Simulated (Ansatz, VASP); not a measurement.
**Two plane-wave programs on HfB**

```
Hf B
1.0
     0.00000    2.25992    2.25992
     2.25992    0.00000    2.25992
     2.25992    2.25992    0.00000
Hf B
1 1
Direct
  0.50000 0.50000 0.50000
  0.00000 0.00000 0.00000
```

Alike in both runs: task single point; functional PBE; k mesh 16 × 16 × 16; occupations gaussian, width 0.1 eV; no spin polarisation.

|  | VASP | Ansatz |
| --- | --- | --- |
| version | VASP 6.6.1 | Ansatz 0.2.0 |
| potentials or method | VASP PAW PBE potentials, release 64 (Hf_pv, B), cutoff 500 eV | scalar-relativistic, plane waves, PAW |
| valence electrons in the cell | 13 | 29 |

Ansatz gave:

| Item | Value |
| --- | --- |
| gap on the k mesh at the Fermi level (eV) | none |
| pressure (GPa) | 50.1 |

Q: What did VASP give for the same quantities?

A: gap on the k mesh at the Fermi level (eV): none; pressure (GPa): 51.6.

A gap of «none» marks a metal or a gap that the smearing closes. Both programs put the cell under a high pressure, so it lies far from rest at this level. VASP's potentials hold 13 valence electrons a cell and Ansatz's 29, so a difference there can come from the potentials and not from the codes.

Spin-orbit coupling is off throughout.
